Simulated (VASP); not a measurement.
# HfC (Fm-3m) in VASP: settings compared, part 2 of 2

VASP 6.6.1. The steps go on from the part before.

### 5 Single point, PBE (volume scaled by 1.06)

Input file INCAR:

```
SYSTEM = HfC
ALGO = Normal
EDIFF = 1E-7
ENCUT = 520
GGA = PE
ISIF = 2
ISMEAR = -1
LASPH = .True.
LCHARG = .False.
LREAL = .False.
LWAVE = .False.
NBANDS = 14
NELM = 80
PREC = Accurate
SIGMA = 0.05
```

Input file KPOINTS:

```
k-points
0
Gamma
  10 10 10
  0 0 0
```

Input file POSCAR:

```
HfC
1.0
    0.0000000000      2.3705998121      2.3705998121
    2.3705998121      0.0000000000      2.3705998121
    2.3705998121      2.3705998121      0.0000000000
Hf C
1 1
Direct
    0.5000000000      0.5000000000      0.5000000000
    0.0000000000      0.0000000000      0.0000000000
```

Potentials or basis: VASP PAW PBE potentials, release 64 (Hf_pv, C).

Started as:

```
$ cat potpaw_PBE.64/Hf_pv/POTCAR potpaw_PBE.64/C/POTCAR > POTCAR
$ mpirun -np 1 vasp_std > vasp.out
```

OUTCAR:

```text
SYSTEM = HfC
   EDIFF = 1E-7
   ENCUT = 520
   GGA = PE
   ISIF = 2
   ISMEAR = -1
   LASPH = .True.
   LREAL = .False.
   NELM = 80
   PREC = Accurate

 ion  position               nearest neighbor table
   1  0.500  0.500  0.500-   2 2.37   2 2.37   2 2.37   2 2.37   2 2.37   2 2.37
   2  0.000  0.000  0.000-   1 2.37   1 2.37   1 2.37   1 2.37   1 2.37   1 2.37

  LATTYP: Found a face centered cubic cell.
 ALAT       =     4.7411996242

  Lattice vectors:

 A1 = (   0.0000000000,   2.3705998121,   2.3705998121)
 A2 = (   2.3705998121,   0.0000000000,   2.3705998121)
 A3 = (   2.3705998121,   2.3705998121,   0.0000000000)

Analysis of symmetry for initial positions (statically):
=====================================================================
 Subroutine PRICEL returns:
 Original cell was already a primitive cell.

 Routine SETGRP: Setting up the symmetry group for a
 face centered cubic supercell.

 Subroutine GETGRP returns: Found 48 space group operations
 (whereof 48 operations were pure point group operations)
 out of a pool of 48 trial point group operations.

The static configuration has the point symmetry O_h .

Analysis of symmetry for dynamics (positions and initial velocities):
=====================================================================
 Subroutine PRICEL returns:
 Original cell was already a primitive cell.

 Routine SETGRP: Setting up the symmetry group for a
 face centered cubic supercell.

 Subroutine GETGRP returns: Found 48 space group operations
 (whereof 48 operations were pure point group operations)
 out of a pool of 48 trial point group operations.

The dynamic configuration has the point symmetry O_h .

 Subroutine INISYM returns: Found 48 space group operations
 (whereof 48 operations are pure point group operations),
 and found     1 'primitive' translations

----------------------------------------------------------------------------------------

                                     Primitive cell

  volume of cell :      26.6443

  direct lattice vectors                    reciprocal lattice vectors
     0.000000000  2.370599812  2.370599812    -0.210917084  0.210917084  0.210917084
     2.370599812  0.000000000  2.370599812     0.210917084 -0.210917084  0.210917084
     2.370599812  2.370599812  0.000000000     0.210917084  0.210917084 -0.210917084

  length of vectors
     3.352534405  3.352534405  3.352534405     0.365319106  0.365319106  0.365319106

  position of ions in fractional coordinates (direct lattice)
     0.500000000  0.500000000  0.500000000
     0.000000000  0.000000000  0.000000000

  ion indices of the primitive-cell ions
   primitive index   ion index
                 1           1
                 2           2

----------------------------------------------------------------------------------------

 KPOINTS: k-points

Automatic generation of k-mesh.
 Grid dimensions read from file:
 generate k-points for:   10   10   10

 Generating k-lattice:

[... 22 lines left out ...]
  0.400000  0.000000  0.000000      8.000000
  0.500000  0.000000  0.000000      4.000000
[... 16 lines left out ...]
  0.300000  0.300000  0.000000      6.000000
  0.400000  0.300000  0.000000     24.000000
 [... further k-points ...]
   k-points           NKPTS =     47   k-points in BZ     NKDIM =     47   number of bands    NBANDS=     14
   number of dos      NEDOS =    301   number of ions     NIONS =      2
   total plane-waves  NPLWV =  21952
   dimension x,y,z NGX =    28 NGY =   28 NGZ =   28
   dimension x,y,z NGXF=    56 NGYF=   56 NGZF=   56
   ions per type =               1   1
   NGX,Y,Z   is equivalent  to a cutoff of  13.88, 13.88, 13.88 a.u.
   NGXF,Y,Z  is equivalent  to a cutoff of  27.77, 27.77, 27.77 a.u.
 SYSTEM =  HfC
   PREC   = accura    normal or accurate (medium, high low for compatibility)
   ISTART =      0    job   : 0-new  1-cont  2-samecut
   ICHARG =      2    charge: 1-file 2-atom 10-const
   ISPIN  =      1    spin polarized calculation?
   LNONCOLLINEAR =      F non collinear calculations
   LSORBIT =      F    spin-orbit coupling
   LASPH  =      T    aspherical Exc in radial PAW
   ENCUT  =  520.0 eV  38.22 Ry    6.18 a.u.   6.23  6.23  6.23*2*pi/ulx,y,z
   NELM   =     80;   NELMIN=  2; NELMDL= -5     # of ELM steps
   EDIFF  = 0.1E-06   stopping-criterion for ELM
   LREAL  =      F    real-space projection
   EDIFFG = 0.1E-05   stopping-criterion for IOM
   NSW    =      0    number of steps for IOM
   IBRION =     -1    ionic relax: 0-MD 1-quasi-New 2-CG
   NFREE  =      0    steps in history (QN), initial steepest desc. (CG)
   ISIF   =      2    stress and relaxation
   ISYM   =      2    0-nonsym 1-usesym 2-fastsym
   POTIM  = 0.5000    time-step for ionic-motion
   TEBEG  =    0.0;   TEEND  =   0.0 temperature during run
   PSTRESS=    0.0 pullay stress
   NELECT =      14.0000    total number of electrons
   NUPDOWN=      -1.0000    fix difference up-down
   EMIN   =  10.00;   EMAX   =-10.00  energy-range for DOS
   EFERMI =   0.00;   METHOD = LEGACY
   ISMEAR =    -1;   SIGMA  =   0.05  broadening in eV -4-tet -1-fermi 0-gaus
   EFERMI_NEDOS =   21; number of points for ismear=-14 and -15
   IALGO  =     38    algorithm
   IMIX   =      4    mixing-type and parameters
     AMIX     =   0.40;   BMIX     =  1.00
     AMIX_MAG =   1.60;   BMIX_MAG =  1.00
  volume/ion in A,a.u.               =      13.32        89.90
  Fermi-wavevector in a.u.,A,eV,Ry     =   1.321040  2.496403 23.744158  1.745146
  Thomas-Fermi vector in A             =   2.450823
   LORBIT       =      0    0 simple, 1 ext, 2 COOP (PROOUT), +10 PAW based schemes
   GGA     = PE    functional components
   LHFCALC =     F    Hartree Fock is set to
   AEXX    =    0.0000 exact exchange contribution
   IVDW    =     0    specifies the selected vdW correction
   LEPSILON=     F    determine dielectric tensor
   LRPA    =     F    only Hartree local field effects (RPA)
 non-spin polarized calculation
  energy-cutoff  :      520.00
  volume of cell :       26.64
 maximum number of plane-waves:       728
 NGX is ok and might be reduce to    28
   NGX = 13   NGY = 13   NGZ = 13

 number of electron      14.0000000 magnetization

 Free energy of the ion-electron system (eV)
  ---------------------------------------------------
  ext. energy  EPLUGINS =         0.00000000
  ---------------------------------------------------
  free energy    TOTEN  =       -20.97993345 eV

  energy without entropy =      -20.97675031  energy(sigma->0) =      -20.97834188

 E-fermi :   5.5634     XC(G=0): -12.0001

 val. band max:        5.5546882105   @ k =   0.1000   0.0000   0.0000
 cond. band min:       5.5717141195   @ k =   0.2000   0.2000   0.0000
 fundamental gap:      0.0170259090
 Fermi energy:         5.5634002999

 k-point     1 :       0.0000    0.0000    0.0000
  band No.  band energies     occupation
      1     -24.3436      2.00000
      2     -24.3436      2.00000
      3     -24.3436      2.00000
      4      -6.5001      2.00000
      5       6.4840      0.00000
      6       6.4840      0.00000
      7       6.4840      0.00000
      8       6.8803      0.00000
      9       6.8803      0.00000
     10       6.8803      0.00000
     11       8.7208      0.00000
     12       8.7208      0.00000
     13      11.6671      0.00000
     14      16.3444      0.00000
[... 377 lines left out ...]
      1     -24.7349      2.00000
      2     -24.5020      2.00000
      3     -24.4857      2.00000
      4      -4.5228      2.00000
      5       1.8982      2.00000
      6       3.8310      2.00000
      7       4.8144      2.00000
      8       5.7328      0.06531
      9      10.5388      0.00000
     10      11.4736      0.00000
     11      11.6044      0.00000
     12      13.1205      0.00000
     13      16.2571      0.00000
     14      17.5608      0.00000

 [... further k-points ...]

------------------------ aborting loop because EDIFF is reached ----------------------------------------

  FORCE on cell =-STRESS in cart. coord.  units (eV):
  Direction    XX          YY          ZZ          XY          YZ          ZX
  --------------------------------------------------------------------------------------
  -------------------------------------------------------------------------------------
  Total       -2.1160189     -2.1160189     -2.1160189      0.0000000     -0.0000000     -0.0000000
  in kB     -127.2405096   -127.2405096   -127.2405096      0.0000000     -0.0000000     -0.0000000
  external PRESSURE =    -127.2405096 kB  Pullay stress =       0.0000000 kB

 VOLUME and BASIS-vectors are now :
 -----------------------------------------------------------------------------
  energy-cutoff  :      520.00
  volume of cell :       26.64
      direct lattice vectors                 reciprocal lattice vectors
     0.000000000  2.370599812  2.370599812    -0.210917084  0.210917084  0.210917084
     2.370599812  0.000000000  2.370599812     0.210917084 -0.210917084  0.210917084
     2.370599812  2.370599812  0.000000000     0.210917084  0.210917084 -0.210917084

 POSITION                                       TOTAL-FORCE (eV/Angst)
 -----------------------------------------------------------------------------------
      2.37060      2.37060      2.37060         0.000000      0.000000      0.000000
      0.00000      0.00000      0.00000        -0.000000     -0.000000     -0.000000
 -----------------------------------------------------------------------------------
    total drift:                                0.000000      0.000000      0.000000

  FREE ENERGIE OF THE ION-ELECTRON SYSTEM (eV)
  ---------------------------------------------------
  free  energy   TOTEN  =       -20.9799334510 eV

  energy  without entropy=      -20.9767503099  energy(sigma->0) =      -20.97834188
```

OSZICAR:

```text
N       E                     dE             d eps       ncg     rms          rms(c)
DAV:   1     0.239462705934E+02    0.23946E+02   -0.77132E+03  1316   0.980E+02
DAV:   2    -0.225681561232E+02   -0.46514E+02   -0.43503E+02  1664   0.199E+02
DAV:   3    -0.242222717663E+02   -0.16541E+01   -0.16485E+01  1556   0.275E+01
DAV:   4    -0.242306163133E+02   -0.83445E-02   -0.83439E-02  1558   0.241E+00
DAV:   5    -0.242306746370E+02   -0.58324E-04   -0.58324E-04  1550   0.182E-01    0.512E+01
DAV:   6    -0.210795780683E+02    0.31511E+01   -0.12508E+01  1376   0.182E+01    0.379E+01
DAV:   7    -0.210002770052E+02    0.79301E-01   -0.58873E-01  1598   0.529E+00    0.245E+01
DAV:   8    -0.209892587886E+02    0.11018E-01   -0.10708E-01  1508   0.258E+00    0.738E+00
DAV:   9    -0.209801730417E+02    0.90857E-02   -0.28702E-02  1436   0.106E+00    0.212E+00
DAV:  10    -0.209799418314E+02    0.23121E-03   -0.16976E-03  1682   0.300E-01    0.445E-02
DAV:  11    -0.209799340450E+02    0.77864E-05   -0.86661E-05  1484   0.776E-02    0.106E-02
DAV:  12    -0.209799337051E+02    0.33987E-06   -0.53433E-06  1700   0.187E-02    0.101E-02
DAV:  13    -0.209799334721E+02    0.23306E-06   -0.20155E-07  1172   0.362E-03    0.378E-03
DAV:  14    -0.209799334510E+02    0.21042E-07   -0.37907E-08   976   0.163E-03
   1 F= -.20979933E+02 E0= -.20978342E+02  d E =-.318314E-02
```

Wall time 11 s (1 thread of Intel Xeon 6975P-C (Granite Rapids), shared host); peak memory 0.17 GiB.

What came out:

| Item | Value |
| --- | --- |
| Free energy | -20.9799 eV |
| Pressure | -12.7 GPa |
| Band gap on the k mesh | zero (band 7 reaches 6.48 eV, above the bottom of band 8 at 5.10 eV) |

Caveat: spin-orbit coupling is left out, which moves the levels of the heavy elements.

### 6 Single point, PBE

Input file INCAR:

```
SYSTEM = HfC
ALGO = Normal
EDIFF = 1E-7
ENCUT = 520
GGA = PE
ISIF = 2
ISMEAR = -1
LASPH = .True.
LCHARG = .True.
LELF = .True.
LREAL = .False.
LVHAR = .True.
LWAVE = .False.
NBANDS = 14
NELM = 60
PREC = Accurate
SIGMA = 0.02
```

Input file KPOINTS:

```
k-points
0
Gamma
  5 5 5
  0 0 0
```

Input file POSCAR:

```
HfC
1.0
    0.0000000000      2.3250000000      2.3250000000
    2.3250000000      0.0000000000      2.3250000000
    2.3250000000      2.3250000000      0.0000000000
Hf C
1 1
Direct
    0.5000000000      0.5000000000      0.5000000000
    0.0000000000      0.0000000000      0.0000000000
```

Potentials or basis: VASP PAW PBE potentials, release 64 (Hf_pv, C).

Started as:

```
$ cat potpaw_PBE.64/Hf_pv/POTCAR potpaw_PBE.64/C/POTCAR > POTCAR
$ mpirun -np 1 vasp_std > vasp.out
```

It took 6.9 s on 1 thread of AMD EPYC 7R43 (Zen 3), shared host; peak memory 0.1 GiB.

The run converged. Its results:

* Free energy: -20.9975 eV
* Pressure: 0.3 GPa
* Band gap on the k mesh: zero (band 7 reaches 7.00 eV, above the bottom of band 8 at 5.77 eV)

Levels at points of the mesh, in eV from the Fermi level:
| k point | band 3 | band 4 | band 5 | band 6 | band 7 | band 8 | band 9 | band 10 | band 11 | band 12 |
| --- | --- | --- | --- | --- | --- | --- | --- | --- | --- | --- |
| (0.00, 0.00, 0.00) | -29.42 | -12.12 | 1.21 | 1.21 | 1.21 | 1.55 | 1.55 | 1.55 | 3.55 | 3.55 |

Caveat: the k points lie up to 0.47 Å⁻¹ apart; spin-orbit coupling is left out, which moves the levels of the heavy elements.

### 7 Overview

| level | potentials or basis | cell | k mesh | smearing | gap on the mesh (eV) | pressure (GPa) |
| --- | --- | --- | --- | --- | --- | --- |
| LDA | VASP PAW LDA potentials, release 64 (Hf_pv, C) | a = 3.288 Å, angles 60.0°, 2 atoms | 10 × 10 × 10 | fermi-dirac 0.05 eV | none | -11.6 |
| LDA | VASP PAW LDA potentials, release 64 (Hf_pv, C) | a = 3.310 Å, angles 60.0°, 2 atoms | 10 × 10 × 10 | fermi-dirac 0.05 eV | none | -15.7 |
| LDA | VASP PAW LDA potentials, release 64 (Hf_pv, C) | a = 3.331 Å, angles 60.0°, 2 atoms | 10 × 10 × 10 | fermi-dirac 0.05 eV | none | -19.5 |
| PBE | VASP PAW PBE potentials, release 64 (Hf_pv, C) | a = 3.353 Å, angles 60.0°, 2 atoms | 10 × 10 × 10 | fermi-dirac 0.05 eV | none | -12.7 |
| PBE | VASP PAW PBE potentials, release 64 (Hf_pv, C) | a = 3.288 Å, angles 60.0°, 2 atoms | 5 × 5 × 5 | fermi-dirac 0.02 eV | none | 0.3 |

Alike in all rows: task single point; no spin polarisation; cutoff (eV) 520.

Caveats: some runs use coarse meshes; spin-orbit coupling is left out, which moves the levels of the heavy elements.

Absolute energies hang on the potentials; compare differences alone.
